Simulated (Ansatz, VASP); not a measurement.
## One calculation of Sr, two programs

```
Sr
1.0
    -2.42500    2.74316    2.42500
     2.42500   -2.74316    2.42500
     2.42500    2.74316   -2.42500
Sr
1
Direct
  0.00000 0.00000 0.00000
```

Change from the starting cell: strain +0.1312 x Voigt [0, 1, 0, 0, 0, 0], atoms carried along.

Alike in both runs: task single point; functional LDA; k mesh 14 × 14 × 14; occupations gaussian, width 0.15 eV; no spin polarisation.

|  | VASP | Ansatz |
| --- | --- | --- |
| version | VASP 6.6.1 | Ansatz 0.2.0 |
| potentials or method | VASP PAW LDA potentials, release 64 (Sr_sv), cutoff 520 eV | scalar-relativistic, plane waves, PAW |
| valence electrons in the cell | 10 | 10 |

|  | VASP | Ansatz | Ansatz less VASP |
| --- | --- | --- | --- |
| gap on the k mesh at the Fermi level (eV) | none | none | - |
| pressure (GPa) | -2.4 | -2.4 | +0.01 |
| traceless stress, the component that is largest in VASP (GPa) | 0.11 | 0.11 | +0.003 |

LDA's correlation is that of Perdew and Zunger in VASP and of Perdew and Wang (1992) in Ansatz. A gap of «none» marks a metal or a gap that the smearing closes.
